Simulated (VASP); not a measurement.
# SrTiO3 (Pm-3m) in VASP: a series of runs

SrTiO3 is run at these levels: PBE; tasks: single point.

Everything below comes from runs of VASP 6.6.1. Logs are shortened: lines on timing, memory, paths and dates and some standing lists are left out, and cuts for length are marked.

## (1) The cell of the first run

Symmetry: Pm-3m, No. 221, cubic system. The conventional cell has a = 3.879 Å, b = 3.879 Å, c = 3.879 Å, α = 90.00°, β = 90.00°, γ = 90.00°. Sr (site symmetry m-3m) has 12 O at 2.74 Å and 8 Ti at 3.36 Å within 3.6 Å. Within 2.6 Å of Ti (site symmetry m-3m) lie 6 O at 1.94 Å. O (site symmetry 4/mmm) has 2 Ti at 1.94 Å within 2.6 Å.

## (2) Single point, PBE (volume scaled by 0.98)

File INCAR:

```
SYSTEM = SrTiO3
  ALGO = Normal
  EDIFF = 1E-7
  ENCUT = 520
  GGA = PE
  ISIF = 2
  ISMEAR = -1
  LASPH = .TRUE.
  LCHARG = .FALSE.
  LREAL = .FALSE.
  LWAVE = .FALSE.
  NBANDS = 28
  NELM = 60
  PREC = Accurate
  SIGMA = 0.05
```

File KPOINTS:

```
k-points
0
G
  7 7 7
  0 0 0
```

File POSCAR:

```
SrTiO3
1.0
    3.8787911566      0.0000000000      0.0000000000
    0.0000000000      3.8787911566      0.0000000000
    0.0000000000      0.0000000000      3.8787911566
Sr Ti O
1 1 3
Direct
    0.0000000000      0.0000000000      0.0000000000
    0.5000000000      0.5000000000      0.5000000000
    0.0000000000      0.5000000000      0.5000000000
    0.5000000000      0.0000000000      0.5000000000
    0.5000000000      0.5000000000      0.0000000000
```

Potentials or basis: VASP PAW PBE potentials, release 64 (Sr_sv, Ti_sv, O).

Run with:

```sh
> cat potpaw_PBE.64/Sr_sv/POTCAR potpaw_PBE.64/Ti_sv/POTCAR potpaw_PBE.64/O/POTCAR > POTCAR
> mpirun -np 1 vasp_std > vasp.out
```

OUTCAR:

```text
SYSTEM = SrTiO3
   EDIFF = 1E-7
   ENCUT = 520
   GGA = PE
   ISIF = 2
   ISMEAR = -1
   LASPH = .TRUE.
   LREAL = .FALSE.
   NELM = 60
   PREC = Accurate

 ion  position               nearest neighbor table
   1  0.000  0.000  0.000-   3 2.74   4 2.74   5 2.74   3 2.74   4 2.74   3 2.74   5 2.74   3 2.74
                             4 2.74   5 2.74   4 2.74   5 2.74   2 3.36   2 3.36   2 3.36   2 3.36
   2  0.500  0.500  0.500-   3 1.94   4 1.94   5 1.94   5 1.94   4 1.94   3 1.94   1 3.36   1 3.36
                             1 3.36   1 3.36   1 3.36   1 3.36   1 3.36   1 3.36
   3  0.000  0.500  0.500-   2 1.94   2 1.94   1 2.74   1 2.74   1 2.74   1 2.74
   4  0.500  0.000  0.500-   2 1.94   2 1.94   1 2.74   1 2.74   1 2.74   1 2.74
   5  0.500  0.500  0.000-   2 1.94   2 1.94   1 2.74   1 2.74   1 2.74   1 2.74

  LATTYP: Found a simple cubic cell.
 ALAT       =     3.8787911566

  Lattice vectors:

 A1 = (   3.8787911566,   0.0000000000,   0.0000000000)
 A2 = (   0.0000000000,   3.8787911566,   0.0000000000)
 A3 = (   0.0000000000,   0.0000000000,   3.8787911566)

Analysis of symmetry for initial positions (statically):
=====================================================================
 Subroutine PRICEL returns:
 Original cell was already a primitive cell.

 Routine SETGRP: Setting up the symmetry group for a
 simple cubic supercell.

 Subroutine GETGRP returns: Found 48 space group operations
 (whereof 48 operations were pure point group operations)
 out of a pool of 48 trial point group operations.

The static configuration has the point symmetry O_h .

Analysis of symmetry for dynamics (positions and initial velocities):
=====================================================================
 Subroutine PRICEL returns:
 Original cell was already a primitive cell.

 Routine SETGRP: Setting up the symmetry group for a
 simple cubic supercell.

 Subroutine GETGRP returns: Found 48 space group operations
 (whereof 48 operations were pure point group operations)
 out of a pool of 48 trial point group operations.

The dynamic configuration has the point symmetry O_h .

 Subroutine INISYM returns: Found 48 space group operations
 (whereof 48 operations are pure point group operations),
 and found     1 'primitive' translations

----------------------------------------------------------------------------------------

[... 93 lines left out ...]
   EDIFF  = 0.1E-06   stopping-criterion for ELM
   LREAL  =      F    real-space projection
   EDIFFG = 0.1E-05   stopping-criterion for IOM
   NSW    =      0    number of steps for IOM
   IBRION =     -1    ionic relax: 0-MD 1-quasi-New 2-CG
   NFREE  =      0    steps in history (QN), initial steepest desc. (CG)
   ISIF   =      2    stress and relaxation
   ISYM   =      2    0-nonsym 1-usesym 2-fastsym
   POTIM  = 0.5000    time-step for ionic-motion
   TEBEG  =    0.0;   TEEND  =   0.0 temperature during run
   PSTRESS=    0.0 pullay stress
   NELECT =      40.0000    total number of electrons
   NUPDOWN=      -1.0000    fix difference up-down
   EMIN   =  10.00;   EMAX   =-10.00  energy-range for DOS
   EFERMI =   0.00;   METHOD = LEGACY
   ISMEAR =    -1;   SIGMA  =   0.05  broadening in eV -4-tet -1-fermi 0-gaus
   EFERMI_NEDOS =   21; number of points for ismear=-14 and -15
   IALGO  =     38    algorithm
   IMIX   =      4    mixing-type and parameters
     AMIX     =   0.40;   BMIX     =  1.00
     AMIX_MAG =   1.60;   BMIX_MAG =  1.00
  volume/ion in A,a.u.               =      11.67        78.76
  Fermi-wavevector in a.u.,A,eV,Ry     =   1.443439  2.727704 28.347958  2.083516
  Thomas-Fermi vector in A             =   2.561847
   LORBIT       =      0    0 simple, 1 ext, 2 COOP (PROOUT), +10 PAW based schemes
   GGA     = PE    functional components
   LHFCALC =     F    Hartree Fock is set to
   AEXX    =    0.0000 exact exchange contribution
   IVDW    =     0    specifies the selected vdW correction
   LEPSILON=     F    determine dielectric tensor
   LRPA    =     F    only Hartree local field effects (RPA)
 non-spin polarized calculation
  energy-cutoff  :      520.00
  volume of cell :       58.36
 maximum number of plane-waves:      1588
 NGX is ok and might be reduce to    30
   NGX = 15   NGY = 15   NGZ = 15

 number of electron      40.0000020 magnetization

 Free energy of the ion-electron system (eV)
  ---------------------------------------------------
  ext. energy  EPLUGINS =         0.00000000
  ---------------------------------------------------
  free energy    TOTEN  =       -40.02330065 eV

  energy without entropy =      -40.02330065  energy(sigma->0) =      -40.02330065

 E-fermi :   5.2759     XC(G=0): -11.3780

 val. band max:        4.2657104800   @ k =   0.4286   0.4286   0.4286
 cond. band min:       6.2256243760   @ k =   0.0000   0.0000   0.0000
 fundamental gap:      1.9599138960
 Fermi energy:         5.2758894216

 k-point     1 :       0.0000    0.0000    0.0000
  band No.  band energies     occupation
      1     -52.0482      2.00000
      2     -28.3964      2.00000
      3     -28.3081      2.00000
      4     -28.3081      2.00000
      5     -28.3081      2.00000
      6     -13.1699      2.00000
[... 609 lines left out ...]
     27      12.7720      0.00000
     28      12.7720      0.00000

------------------------ aborting loop because EDIFF is reached ----------------------------------------

  FORCE on cell =-STRESS in cart. coord.  units (eV):
  Direction    XX          YY          ZZ          XY          YZ          ZX
  --------------------------------------------------------------------------------------
  -------------------------------------------------------------------------------------
  Total        3.2804531      3.2804531      3.2804531     -0.0000000      0.0000000      0.0000000
  in kB       90.0648278     90.0648278     90.0648278     -0.0000000      0.0000000      0.0000000
  external PRESSURE =      90.0648278 kB  Pullay stress =       0.0000000 kB

 VOLUME and BASIS-vectors are now :
 -----------------------------------------------------------------------------
  energy-cutoff  :      520.00
  volume of cell :       58.36
      direct lattice vectors                 reciprocal lattice vectors
     3.878791157  0.000000000  0.000000000     0.257812282  0.000000000  0.000000000
     0.000000000  3.878791157  0.000000000     0.000000000  0.257812282  0.000000000
     0.000000000  0.000000000  3.878791157     0.000000000  0.000000000  0.257812282

 POSITION                                       TOTAL-FORCE (eV/Angst)
 -----------------------------------------------------------------------------------
      0.00000      0.00000      0.00000         0.000000      0.000000      0.000000
      1.93940      1.93940      1.93940         0.000000      0.000000      0.000000
      0.00000      1.93940      1.93940         0.000000      0.000000      0.000000
      1.93940      0.00000      1.93940         0.000000      0.000000      0.000000
      1.93940      1.93940      0.00000         0.000000      0.000000      0.000000
 -----------------------------------------------------------------------------------
    total drift:                                0.000000      0.000000     -0.000000

  FREE ENERGIE OF THE ION-ELECTRON SYSTEM (eV)
  ---------------------------------------------------
  free  energy   TOTEN  =       -40.0233006546 eV

  energy  without entropy=      -40.0233006541  energy(sigma->0) =      -40.02330065
```

OSZICAR:

```text
N       E                     dE             d eps       ncg     rms          rms(c)
DAV:   1     0.430657720089E+03    0.43066E+03   -0.21426E+04  1120   0.160E+03
DAV:   2    -0.713875650673E+01   -0.43780E+03   -0.41865E+03  1296   0.440E+02
DAV:   3    -0.482707199386E+02   -0.41132E+02   -0.40863E+02  1544   0.131E+02
DAV:   4    -0.501751439467E+02   -0.19044E+01   -0.19006E+01  1688   0.241E+01
DAV:   5    -0.502205788934E+02   -0.45435E-01   -0.45429E-01  1524   0.310E+00    0.274E+01
DAV:   6    -0.400188192004E+02    0.10202E+02   -0.51763E+01  1580   0.653E+01    0.151E+01
DAV:   7    -0.400822688031E+02   -0.63450E-01   -0.73628E+00  1476   0.205E+01    0.113E+01
DAV:   8    -0.400918134757E+02   -0.95447E-02   -0.13726E+00  1324   0.124E+01    0.274E+00
DAV:   9    -0.400326590943E+02    0.59154E-01   -0.33568E-01  1404   0.555E+00    0.114E+00
DAV:  10    -0.400291565929E+02    0.35025E-02   -0.92655E-02  1348   0.210E+00    0.708E-01
DAV:  11    -0.400233095325E+02    0.58471E-02   -0.24744E-02  1744   0.150E+00    0.126E-01
DAV:  12    -0.400232956852E+02    0.13847E-04   -0.14470E-03  1416   0.393E-01    0.963E-02
DAV:  13    -0.400232989051E+02   -0.32199E-05   -0.39724E-04  1668   0.169E-01    0.435E-02
DAV:  14    -0.400233069616E+02   -0.80564E-05   -0.69317E-05  1524   0.609E-02    0.295E-02
DAV:  15    -0.400233005475E+02    0.64141E-05   -0.21941E-05  1600   0.449E-02    0.127E-02
DAV:  16    -0.400233005705E+02   -0.23025E-07   -0.82990E-06  1360   0.251E-02    0.337E-03
DAV:  17    -0.400233006546E+02   -0.84130E-07   -0.56211E-07  1348   0.521E-03
   1 F= -.40023301E+02 E0= -.40023301E+02  d E =-.491679E-09
```

Run time: 23 s. Hardware: 1 thread of AMD EPYC 9R45 (Zen 5), shared host; peak memory 0.16 GiB.

What came out:

```
Free energy            : -40.0233 eV
Pressure               : 9.0 GPa
Band gap on the k mesh : 1.96 eV, indirect (least direct gap 2.24 eV)
```

Levels at points of the mesh, in eV from the valence-band top:
```tsv
k point	band 16	band 17	band 18	band 19	band 20	band 21	band 22	band 23	band 24	band 25
(0.00, 0.00, 0.00)	-1.14	-1.14	-0.28	-0.28	-0.28	1.96	1.96	1.96	4.52	4.52
```

Caveat: the cell differs from its parent crystal (volume scaled by 0.98). A k mesh can miss the band edges.

## (3) Single point, PBE (volume scaled by 1.01)

File INCAR:

```
ALGO = Normal
EDIFF = 1E-6
ENCUT = 520
GGA = PE
ISIF = 2
ISMEAR = -1
LASPH = T
LCHARG = F
LREAL = F
LWAVE = F
NBANDS = 28
NELM = 60
PREC = Accurate
SIGMA = 0.05
```

File KPOINTS:

```
k-points
0
Gamma
  7 7 7
```

POSCAR: that of step 2 with these lines changed.

```diff
@@ -2,5 +2,5 @@
 1.0
-    3.8787911566      0.0000000000      0.0000000000
-    0.0000000000      3.8787911566      0.0000000000
-    0.0000000000      0.0000000000      3.8787911566
+    3.9179735172      0.0000000000      0.0000000000
+    0.0000000000      3.9179735172      0.0000000000
+    0.0000000000      0.0000000000      3.9179735172
 Sr Ti O
```

Potentials or basis: VASP PAW PBE potentials, release 64 (Sr_sv, Ti_sv, O).

Run with:

```sh
> cat potpaw_PBE.64/Sr_sv/POTCAR potpaw_PBE.64/Ti_sv/POTCAR potpaw_PBE.64/O/POTCAR > POTCAR
> mpirun -np 1 vasp_std > vasp.out
```

OUTCAR:

```text
EDIFF = 1E-6
   ENCUT = 520
   GGA = PE
   ISIF = 2
   ISMEAR = -1
   LASPH = T
   LREAL = F
   NELM = 60
   PREC = Accurate

 ion  position               nearest neighbor table
   1  0.000  0.000  0.000-   3 2.77   4 2.77   5 2.77   3 2.77   4 2.77   3 2.77   5 2.77   3 2.77
                             4 2.77   5 2.77   4 2.77   5 2.77   2 3.39   2 3.39   2 3.39   2 3.39
   2  0.500  0.500  0.500-   3 1.96   4 1.96   5 1.96   5 1.96   4 1.96   3 1.96   1 3.39   1 3.39
[... 821 lines left out ...]
  -------------------------------------------------------------------------------------
  Total        1.1802725      1.1802725      1.1802725      0.0000000      0.0000000     -0.0000000
  in kB       31.4418705     31.4418705     31.4418705      0.0000000      0.0000000     -0.0000000
  external PRESSURE =      31.4418705 kB  Pullay stress =       0.0000000 kB

 VOLUME and BASIS-vectors are now :
 -----------------------------------------------------------------------------
  energy-cutoff  :      520.00
  volume of cell :       60.14
      direct lattice vectors                 reciprocal lattice vectors
     3.917973517  0.000000000  0.000000000     0.255233987  0.000000000  0.000000000
     0.000000000  3.917973517  0.000000000     0.000000000  0.255233987  0.000000000
     0.000000000  0.000000000  3.917973517     0.000000000  0.000000000  0.255233987

 POSITION                                       TOTAL-FORCE (eV/Angst)
 -----------------------------------------------------------------------------------
      0.00000      0.00000      0.00000         0.000000      0.000000      0.000000
      1.95899      1.95899      1.95899         0.000000      0.000000      0.000000
      0.00000      1.95899      1.95899         0.000000      0.000000      0.000000
      1.95899      0.00000      1.95899         0.000000      0.000000      0.000000
      1.95899      1.95899      0.00000         0.000000      0.000000      0.000000
 -----------------------------------------------------------------------------------
    total drift:                                0.000000      0.000000     -0.000000

  FREE ENERGIE OF THE ION-ELECTRON SYSTEM (eV)
  ---------------------------------------------------
  free  energy   TOTEN  =       -40.0922004924 eV

  energy  without entropy=      -40.0922004915  energy(sigma->0) =      -40.09220049
```

It took 22 s on 1 thread of AMD EPYC 9R45 (Zen 5), shared host; peak memory 0.16 GiB.

What came out:

```
Free energy            : -40.0922 eV
Pressure               : 3.1 GPa
Band gap on the k mesh : 1.90 eV, indirect (least direct gap 2.20 eV)
```

Levels at points of the mesh, in eV from the valence-band top:
```
           k point  band 17  band 18  band 19  band 20  band 21  band 22  band 23  band 24
(0.00, 0.00, 0.00)    -1.09    -0.30    -0.30    -0.30     1.90     1.90     1.90     4.30
```

Caveat: the cell differs from its parent crystal (volume scaled by 1.01).

## (4) Single point, PBE

This run uses another cell than the first one, of 11.91 Å³/atom, 1.020 times its volume.

File INCAR:

```
SYSTEM = SrTiO3
PREC = Accurate ; ENCUT = 520
EDIFF = 1E-6 ; ISMEAR = -1
SIGMA = 0.05 ; LREAL = .FALSE.
LASPH = .TRUE. ; NELM = 100
ALGO = Normal ; ISIF = 2
LWAVE = .FALSE. ; LCHARG = .FALSE.
GGA = PE ; NBANDS = 28
```

File KPOINTS:

```
Automatic mesh
0
G
  7 7 7
  0 0 0
```

POSCAR: that of step 3 with these lines changed.

```diff
@@ -2,5 +2,5 @@
 1.0
-    3.9179735172      0.0000000000      0.0000000000
-    0.0000000000      3.9179735172      0.0000000000
-    0.0000000000      0.0000000000      3.9179735172
+    3.9050000000      0.0000000000      0.0000000000
+    0.0000000000      3.9050000000      0.0000000000
+    0.0000000000      0.0000000000      3.9050000000
 Sr Ti O
```

Run with:

```sh
> cat potpaw_PBE.64/Sr_sv/POTCAR potpaw_PBE.64/Ti_sv/POTCAR potpaw_PBE.64/O/POTCAR > POTCAR
> mpirun -np 1 vasp_std > vasp.out
```

Run time: 40 s. Hardware: 1 thread of AMD EPYC 7R13 (Zen 3), shared host; peak memory 0.16 GiB.

The run converged. Its results:

```yaml
Free_energy: -40.0765 eV
Pressure: 5.0 GPa
Band_gap_on_the_k_mesh: 1.92 eV, indirect (least direct gap 2.21 eV)
```

Levels at points of the mesh, in eV from the valence-band top:
```
           k point  band 17  band 18  band 19  band 20  band 21  band 22  band 23  band 24
(0.00, 0.00, 0.00)    -1.10    -0.29    -0.29    -0.29     1.92     1.92     1.92     4.37
```

## (5) Summary

```tsv
cell	gap on the mesh (eV)	pressure (GPa)
a = 3.879 Å, 5 atoms	1.96	9.0
a = 3.918 Å, 5 atoms	1.90	3.1
a = 3.905 Å, 5 atoms	1.92	5.0
```

Alike in all rows: task single point; level PBE; potentials or basis VASP PAW PBE potentials, release 64 (Sr_sv, Ti_sv, O); no spin polarisation; k mesh 7 × 7 × 7; cutoff (eV) 520; smearing fermi-dirac 0.05 eV.

Total energies depend on the potentials used, so only differences within one code and one set of settings carry meaning.
